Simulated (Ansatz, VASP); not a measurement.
**One calculation of SbP2, two programs**

```xyz
6
Lattice="3.3296 -3.3474 0.0248 3.3296 3.3474 0.0248 -1.5351 0.0000 6.4971" Properties=species:S:1:pos:R:3 pbc="T T T"
Sb    1.6648    1.6737    0.0124
Sb    0.8973   -1.6737    3.2610
P     1.5346    1.0294    2.7124
P     4.3570    1.0294    0.5858
P     3.5895   -1.0294    3.8343
P     0.7671   -1.0294    5.9609
```

Alike in both runs: functional PBE; k mesh 8 × 8 × 6; occupations gaussian, width 0.1 eV; no spin polarisation.

Ansatz relaxed the structure, and its values are those at the end. VASP's run is a single point on that final structure, the one shown.

|  | VASP | Ansatz |
| --- | --- | --- |
| version | VASP 6.6.1 | Ansatz 0.2.0 |
| potentials or method | VASP PAW PBE potentials, release 64 (Sb, P), cutoff 520 eV | scalar-relativistic, plane waves, PAW |
| valence electrons in the cell | 30 | 50 |

VASP gave:

- gap on the k mesh at the Fermi level (eV): none
- pressure (GPa): -0.1
- rms of the force components (eV/Å): 0.022

Task: What did Ansatz give for the same quantities?

Result: gap on the k mesh at the Fermi level (eV): none; pressure (GPa): 0.0; rms of the force components (eV/Å): 0.000.

A gap of «none» marks a metal or a gap that the smearing closes. The functional is the same, so the differences come from potentials, cutoffs and numerics. VASP's potentials hold 30 valence electrons a cell and Ansatz's 50, so a difference there can come from the potentials and not from the codes.

Spin-orbit coupling is off throughout.
